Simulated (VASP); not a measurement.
# Sr2PbSe3 in VASP: single point with PBEsol

Aim: the single point of Sr2PbSe3 with PBEsol.

Program: VASP 6.6.1. These are calculated values, not measurements. Logs are shortened: lines on timing, memory, paths and dates and some standing lists are left out, and cuts for length are marked.

## (1) The cell of the first run

The typed cell holds 6 atoms: a = 7.564 Å, b = 7.563 Å, c = 4.366 Å, α = 73.23°, β = 106.77°, γ = 131.85°.

## (2) Single point, PBEsol

File INCAR:

```
PREC = Accurate
ENCUT = 520
EDIFF = 1E-6
ISMEAR = -1
SIGMA = 0.05
LREAL = F
LASPH = T
NELM = 60
ALGO = Normal
ISIF = 2
LWAVE = F
LCHARG = T
GGA = PS
LELF = T
LVHAR = T
NBANDS = 35
```

File KPOINTS:

```
Automatic mesh
0
Gamma
  4 4 4
```

File POSCAR:

```
Sr2PbSe3
1.0
    3.0831724420     -6.8192640908     -1.0951523126
    3.0879867068      6.8168538023      1.0952410851
    0.0001264205      0.7052125349      4.3086868040
Sr Pb Se
2 1 3
Direct
    0.6640717850      0.3337538222      0.6659033435
    0.3330379098      0.6647676127      0.3348937567
   -0.0013992811     -0.0006991639      0.0004308093
    0.1653706458      0.8324452615      0.6672301961
    0.8317416939      0.1660844106      0.3335833406
    0.4985119831      0.4992268382      0.0003905304
```

Potentials or basis: VASP PAW PBE potentials, release 64 (Sr_sv, Pb_d, Se).

On the command line:

```bash
$ cat potpaw_PBE.64/Sr_sv/POTCAR potpaw_PBE.64/Pb_d/POTCAR potpaw_PBE.64/Se/POTCAR > POTCAR
$ mpirun -np 1 vasp_std > vasp.out
```

OUTCAR:

```text
PREC = Accurate
   ENCUT = 520
   EDIFF = 1E-6
   ISMEAR = -1
   LREAL = F
   LASPH = T
   NELM = 60
   ISIF = 2
   GGA = PS

 ion  position               nearest neighbor table
   1  0.664  0.334  0.666-   6 3.08   6 3.08   4 3.09   4 3.09   5 3.10   5 3.10   2 4.34   3 4.36
                             3 4.36   3 4.36   3 4.36   2 4.38   2 4.38   2 4.38   2 4.38   3 4.38
   2  0.333  0.665  0.335-   6 3.08   6 3.08   5 3.09   5 3.09   4 3.10   4 3.10   1 4.34   3 4.36
                             3 4.36   3 4.36   3 4.36   1 4.38   1 4.38   1 4.38   1 4.38   3 4.38
   3  0.999  0.999  0.000-   6 3.09   6 3.09   5 3.09   4 3.09   4 3.09   5 3.09   2 4.36   1 4.36
                             1 4.36   2 4.36   1 4.36   2 4.36   1 4.36   2 4.36   2 4.38   1 4.38
   4  0.165  0.832  0.667-   1 3.09   1 3.09   3 3.09   3 3.09   2 3.10   2 3.10
   5  0.832  0.166  0.334-   2 3.09   2 3.09   3 3.09   3 3.09   1 3.10   1 3.10
   6  0.499  0.499  0.000-   2 3.08   1 3.08   2 3.08   1 3.08   3 3.09   3 3.09

  LATTYP: Found a triclinic cell.
 ALAT       =     7.5639456316
 B/A-ratio  =     0.8158651477
 C/A-ratio  =     0.5772142572
 COS(alpha) =     0.0000199348
 COS(beta)  =     0.2887367728
 COS(gamma) =     0.4079123427

  Lattice vectors:

 A1 = (   3.0878602863,   6.1116412674,  -3.2134457189)
 A2 = (   6.1711591488,  -0.0024102885,   0.0000887725)
 A3 = (  -0.0001264205,  -0.7052125349,  -4.3086868040)

Analysis of symmetry for initial positions (statically):
=====================================================================
 Subroutine PRICEL returns:
 Original cell was already a primitive cell.

 Routine SETGRP: Setting up the symmetry group for a
 triclinic supercell.

 Subroutine GETGRP returns: Found  1 space group operations
 (whereof  1 operations were pure point group operations)
 out of a pool of  2 trial point group operations.

The static configuration has the point symmetry C_1 .

Analysis of symmetry for dynamics (positions and initial velocities):
=====================================================================
 Subroutine PRICEL returns:
 Original cell was already a primitive cell.

 Routine SETGRP: Setting up the symmetry group for a
 triclinic supercell.

 Subroutine GETGRP returns: Found  1 space group operations
 (whereof  1 operations were pure point group operations)
 out of a pool of  2 trial point group operations.

The dynamic configuration has the point symmetry C_1 .

 Subroutine INISYM returns: Found  1 space group operations
 (whereof  1 operations are pure point group operations),
 and found     1 'primitive' translations

----------------------------------------------------------------------------------------

                                     Primitive cell

  volume of cell :     176.5232

  direct lattice vectors                    reciprocal lattice vectors
     3.083172442 -6.819264091 -1.095152313     0.162014495 -0.075372712  0.012331669
     3.087986707  6.816853802  1.095241085     0.162073682  0.075256771 -0.012322202
     0.000126421  0.705212535  4.308686804    -0.000018383 -0.038287514  0.238355881

  length of vectors
     7.563575453  7.563379582  4.366017260     0.179113965  0.179118108  0.241411391

  position of ions in fractional coordinates (direct lattice)
     0.664071785  0.333753822  0.665903343
     0.333037910  0.664767613  0.334893757
     0.998600719  0.999300836  0.000430809
     0.165370646  0.832445261  0.667230196
     0.831741694  0.166084411  0.333583341
     0.498511983  0.499226838  0.000390530

  ion indices of the primitive-cell ions
   primitive index   ion index
                 1           1
                 2           2
                 3           3
                 4           4
                 5           5
                 6           6

----------------------------------------------------------------------------------------

 KPOINTS: Automatic mesh

Automatic generation of k-mesh.
 Grid dimensions read from file:
 generate k-points for:    4    4    4

 Generating k-lattice:

  Cartesian coordinates                     Fractional coordinates (reciprocal lattice)
     0.040503624 -0.018843178  0.003082917     0.250000000 -0.000000000 -0.000000000
     0.040518420  0.018814193 -0.003080550     0.000000000  0.250000000 -0.000000000
    -0.000004596 -0.009571879  0.059588970     0.000000000  0.000000000  0.250000000

  Length of vectors
     0.044778491  0.044779527  0.060352848

  Shift w.r.t. Gamma in fractional coordinates (k-lattice)
     0.000000000  0.000000000  0.000000000

 Subroutine IBZKPT returns following result:
 ===========================================

 Found     36 irreducible k-points:

 Following reciprocal coordinates:
            Coordinates               Weight
  0.000000  0.000000  0.000000      1.000000
  0.250000  0.000000  0.000000      2.000000
 -0.000000  0.250000  0.000000      2.000000
  0.500000  0.000000  0.000000      1.000000
 -0.000000  0.500000  0.000000      1.000000
  0.250000  0.250000  0.000000      2.000000
[... 16 lines left out ...]
  0.250000  0.500000  0.250000      2.000000
  0.500000  0.250000 -0.250000      2.000000
 [... further k-points ...]
   k-points           NKPTS =     36   k-points in BZ     NKDIM =     36   number of bands    NBANDS=     35
   number of dos      NEDOS =    301   number of ions     NIONS =      6
   total plane-waves  NPLWV = 100352
   dimension x,y,z NGX =    56 NGY =   56 NGZ =   32
   dimension x,y,z NGXF=   112 NGYF=  112 NGZF=   64
   ions per type =               2   1   3
   NGX,Y,Z   is equivalent  to a cutoff of  12.31, 12.31, 12.18 a.u.
   NGXF,Y,Z  is equivalent  to a cutoff of  24.62, 24.62, 24.37 a.u.
 SYSTEM =  unknown system
   PREC   = accura    normal or accurate (medium, high low for compatibility)
   ISTART =      0    job   : 0-new  1-cont  2-samecut
   ICHARG =      2    charge: 1-file 2-atom 10-const
   ISPIN  =      1    spin polarized calculation?
   LNONCOLLINEAR =      F non collinear calculations
   LSORBIT =      F    spin-orbit coupling
   LASPH  =      T    aspherical Exc in radial PAW
   ENCUT  =  520.0 eV  38.22 Ry    6.18 a.u.  14.06 14.06  8.12*2*pi/ulx,y,z
   NELM   =     60;   NELMIN=  2; NELMDL= -5     # of ELM steps
   EDIFF  = 0.1E-05   stopping-criterion for ELM
   LREAL  =      F    real-space projection
   EDIFFG = 0.1E-04   stopping-criterion for IOM
   NSW    =      0    number of steps for IOM
   IBRION =     -1    ionic relax: 0-MD 1-quasi-New 2-CG
   NFREE  =      0    steps in history (QN), initial steepest desc. (CG)
   ISIF   =      2    stress and relaxation
   ISYM   =      2    0-nonsym 1-usesym 2-fastsym
   POTIM  = 0.5000    time-step for ionic-motion
   TEBEG  =    0.0;   TEEND  =   0.0 temperature during run
   PSTRESS=    0.0 pullay stress
   NELECT =      52.0000    total number of electrons
   NUPDOWN=      -1.0000    fix difference up-down
   EMIN   =  10.00;   EMAX   =-10.00  energy-range for DOS
   EFERMI =   0.00;   METHOD = LEGACY
   ISMEAR =    -1;   SIGMA  =   0.05  broadening in eV -4-tet -1-fermi 0-gaus
   EFERMI_NEDOS =   21; number of points for ismear=-14 and -15
   IALGO  =     38    algorithm
   IMIX   =      4    mixing-type and parameters
     AMIX     =   0.40;   BMIX     =  1.00
     AMIX_MAG =   1.60;   BMIX_MAG =  1.00
  volume/ion in A,a.u.               =      29.42       198.54
  Fermi-wavevector in a.u.,A,eV,Ry     =   1.089286  2.058453 16.143921  1.186545
  Thomas-Fermi vector in A             =   2.225486
   LORBIT       =      0    0 simple, 1 ext, 2 COOP (PROOUT), +10 PAW based schemes
   GGA     = PS    functional components
   LHFCALC =     F    Hartree Fock is set to
   AEXX    =    0.0000 exact exchange contribution
   IVDW    =     0    specifies the selected vdW correction
   LEPSILON=     F    determine dielectric tensor
   LRPA    =     F    only Hartree local field effects (RPA)
 non-spin polarized calculation
  energy-cutoff  :      520.00
  volume of cell :      176.52
 maximum number of plane-waves:      4770
   NGX = 29   NGY = 29   NGZ = 17

 number of electron      51.9999999 magnetization

 Free energy of the ion-electron system (eV)
  ---------------------------------------------------
  ext. energy  EPLUGINS =         0.00000000
  ---------------------------------------------------
  free energy    TOTEN  =       -28.52898776 eV

  energy without entropy =      -28.52898776  energy(sigma->0) =      -28.52898776

 E-fermi :   3.5954     XC(G=0):  -9.2679

 val. band max:        2.6228085751   @ k =   0.5000   0.0000   0.0000
 cond. band min:       4.5309473039   @ k =  -0.0000   0.5000   0.5000
 fundamental gap:      1.9081387288
 Fermi energy:         3.5953639004

 k-point     1 :       0.0000    0.0000    0.0000
  band No.  band energies     occupation
      1     -31.3925      2.00000
      2     -31.3812      2.00000
      3     -13.6473      2.00000
      4     -13.5470      2.00000
      5     -13.4723      2.00000
      6     -13.4550      2.00000
[... 27 lines left out ...]
     34       7.7261      0.00000
     35       7.9373      0.00000

 k-point     2 :       0.2500    0.0000    0.0000
  band No.  band energies     occupation
      1     -31.3909      2.00000
      2     -31.3828      2.00000
      3     -13.6443      2.00000
      4     -13.5775      2.00000
      5     -13.4760      2.00000
      6     -13.4531      2.00000
[... 27 lines left out ...]
     34       7.5025      0.00000
     35       8.2026      0.00000

 k-point     3 :      -0.0000    0.2500    0.0000
  band No.  band energies     occupation
      1     -31.3909      2.00000
      2     -31.3828      2.00000
      3     -13.6443      2.00000
      4     -13.5775      2.00000
      5     -13.4760      2.00000
      6     -13.4530      2.00000
[... 27 lines left out ...]
     34       7.5025      0.00000
     35       8.2061      0.00000
[... 723 lines left out ...]
 k-point    23 :       0.2500    0.5000    0.2500
  band No.  band energies     occupation
      1     -31.3855      2.00000
      2     -31.3836      2.00000
      3     -13.5835      2.00000
      4     -13.5795      2.00000
      5     -13.5594      2.00000
      6     -13.4797      2.00000
[... 27 lines left out ...]
     34       8.6146      0.00000
     35       8.7267      0.00000

 k-point    24 :       0.5000    0.2500   -0.2500
  band No.  band energies     occupation
      1     -31.3855      2.00000
      2     -31.3836      2.00000
      3     -13.5835      2.00000
      4     -13.5795      2.00000
      5     -13.5594      2.00000
      6     -13.4797      2.00000
[... 27 lines left out ...]
     34       8.5802      0.00000
     35       8.6823      0.00000

 [... further k-points ...]

------------------------ aborting loop because EDIFF is reached ----------------------------------------

  FORCE on cell =-STRESS in cart. coord.  units (eV):
  Direction    XX          YY          ZZ          XY          YZ          ZX
  --------------------------------------------------------------------------------------
  -------------------------------------------------------------------------------------
  Total        0.1631826      0.1607398      0.1633740      0.0005918      0.0088604      0.0002860
  in kB        1.4810944      1.4589232      1.4828313      0.0053711      0.0804199      0.0025963
  external PRESSURE =       1.4742830 kB  Pullay stress =       0.0000000 kB

 VOLUME and BASIS-vectors are now :
 -----------------------------------------------------------------------------
  energy-cutoff  :      520.00
  volume of cell :      176.52
      direct lattice vectors                 reciprocal lattice vectors
     3.083172442 -6.819264091 -1.095152313     0.162014495 -0.075372712  0.012331669
     3.087986707  6.816853802  1.095241085     0.162073682  0.075256771 -0.012322202
     0.000126421  0.705212535  4.308686804    -0.000018383 -0.038287514  0.238355881

 POSITION                                       TOTAL-FORCE (eV/Angst)
 -----------------------------------------------------------------------------------
      3.07816     -1.78373      2.50745        -0.000179     -0.000106      0.000106
      3.07965      2.49672      1.80631         0.000149      0.000250     -0.000060
      6.16469      0.00267      0.00271        -0.000069      0.000213     -0.000093
      3.08053      5.01749      3.60551         0.000114      0.014000     -0.002445
      3.07731     -4.30445      0.70832        -0.000195     -0.014097      0.002366
      3.07860      0.00395      0.00251         0.000180     -0.000260      0.000127
 -----------------------------------------------------------------------------------
    total drift:                                0.000203      0.000017      0.000055

  FREE ENERGIE OF THE ION-ELECTRON SYSTEM (eV)
  ---------------------------------------------------
  free  energy   TOTEN  =       -28.5289877580 eV

  energy  without entropy=      -28.5289877567  energy(sigma->0) =      -28.52898776
```

Run time: 2.9 min. Hardware: 1 thread of AMD EPYC 9R45 (Zen 5), shared host; peak memory 0.4 GiB.

Results:

| Item | Value |
| --- | --- |
| Free energy | -28.5290 eV |
| Pressure | 0.1 GPa |
| Largest force | 0.014 eV/Å |
| Band gap on the k mesh | 1.91 eV (least direct gap 1.97 eV) |

Forces in eV/Å, atoms in the order of the input:
```
Sr   0.000  0.000  0.000
Sr   0.000  0.000  0.000
Pb   0.000  0.000  0.000
Se   0.000  0.014 -0.002
Se   0.000 -0.014  0.002
Se   0.000  0.000  0.000
```

Caveat: the PAW data sets were made with another functional, which shifts forces and pressure a little; spin-orbit coupling is left out, which moves the levels of the heavy elements. A k mesh can miss the band edges.
